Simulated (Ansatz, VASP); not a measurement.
# One calculation of AlN, two programs

```
Al N
1.0
     3.31212    0.00000    0.00000
    -1.65606    2.86838    0.00000
     0.00000    0.00000    4.18756
Al N
2 2
Direct
  0.33333 0.66667 0.75000
  0.66667 0.33333 0.25000
  0.33333 0.66667 0.25000
  0.66667 0.33333 0.75000
```

Alike in both runs: task relaxation of cell and atoms; functional PBEsol; k mesh 9 × 9 × 6; occupations gaussian, width 0.02 eV; no spin polarisation.

```csv
,VASP,Ansatz
version,VASP 6.6.1,Ansatz 0.2.0
potentials or method,"VASP PAW PBE potentials, release 64 (Al, N), cutoff 600 eV","scalar-relativistic, plane waves, PAW"
valence electrons in the cell,16,16
```

Ansatz gave:

| Item | Value |
| --- | --- |
| gap on the k mesh at the Fermi level, each at its own relaxed structure (eV) | 3.33 |
| relaxed volume (Å³/atom) | 9.77 |
| relaxed length of the cell vector where the two differ most in proportion (Å) | 4.140 |

Task: Which values does VASP return?

Result: gap on the k mesh at the Fermi level, each at its own relaxed structure (eV): 3.35; relaxed volume (Å³/atom): 9.76; relaxed length of the cell vector where the two differ most in proportion (Å): 4.139.

VASP's potentials were made for PBE, not for PBEsol, and Ansatz warns of the same on its side.
